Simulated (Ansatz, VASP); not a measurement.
# CdTe in VASP and in Ansatz

File INCAR:

```
SYSTEM = CdTe
PREC = Accurate
ENCUT = 520
EDIFF = 1E-6
ISMEAR = 0
SIGMA = 0.05
LREAL = .FALSE.
LASPH = .TRUE.
NELM = 100
ALGO = Normal
ISIF = 2
LWAVE = .FALSE.
LCHARG = .TRUE.
GGA = RE
LELF = .TRUE.
LVHAR = .TRUE.
NBANDS = 16
```

The input KPOINTS:

```
regular mesh
0
G
  6 6 6
  0 0 0
```

Contents of POSCAR:

```
CdTe
1.0
    0.0000000000      3.3687162770      3.3687162770
    3.3687162770      0.0000000000      3.3687162770
    3.3687162770      3.3687162770      0.0000000000
Cd Te
1 1
Direct
    0.0000000000      0.0000000000      0.0000000000
    0.2500000000      0.2500000000      0.2500000000
```

Input for Ansatz:

```yaml
crystal:
  lattice:
    - [0.0, 3.368716277, 3.368716277]
    - [3.368716277, 0.0, 3.368716277]
    - [3.368716277, 3.368716277, 0.0]
  atoms:
    - { symbol: Cd, position: [0.0, 0.0, 0.0] }
    - { symbol: Te, position: [0.25, 0.25, 0.25] }
basis:
  ecutwfc: 420
  ecutrho_ratio: 4
kpoints:
  mp_grid: { grid: [6, 6, 6] }
hamiltonian:
  xc: revpbe
scf:
  occupations: { method: gaussian, width: 0.05 }
output:
  forces: true
  stress: true
  eigenvalues: true
```

Alike in both runs: task single point; functional revPBE; k mesh 6 × 6 × 6; occupations gaussian, width 0.05 eV; no spin polarisation.

|  | VASP | Ansatz |
| --- | --- | --- |
| version | VASP 6.6.1 | Ansatz 0.2.0 |
| potentials or method | VASP PAW PBE potentials, release 64 (Cd, Te), cutoff 520 eV | scalar-relativistic, plane waves, PAW |
| valence electrons in the cell | 18 | 36 |

|  | VASP | Ansatz | Ansatz less VASP |
| --- | --- | --- | --- |
| gap on the k mesh at the Fermi level (eV) | 0.54 | 0.54 | +0.005 |
| least direct gap on the mesh (eV) | 0.54 | 0.54 | +0.005 |
| pressure (GPa) | -0.5 | -0.6 | -0.10 |

VASP's potentials were made for PBE, not for revPBE. The functional is the same, so the differences come from potentials, cutoffs and numerics. VASP's potentials hold 18 valence electrons a cell and Ansatz's 36, so a difference there can come from the potentials and not from the codes.

Spin-orbit coupling is off throughout.
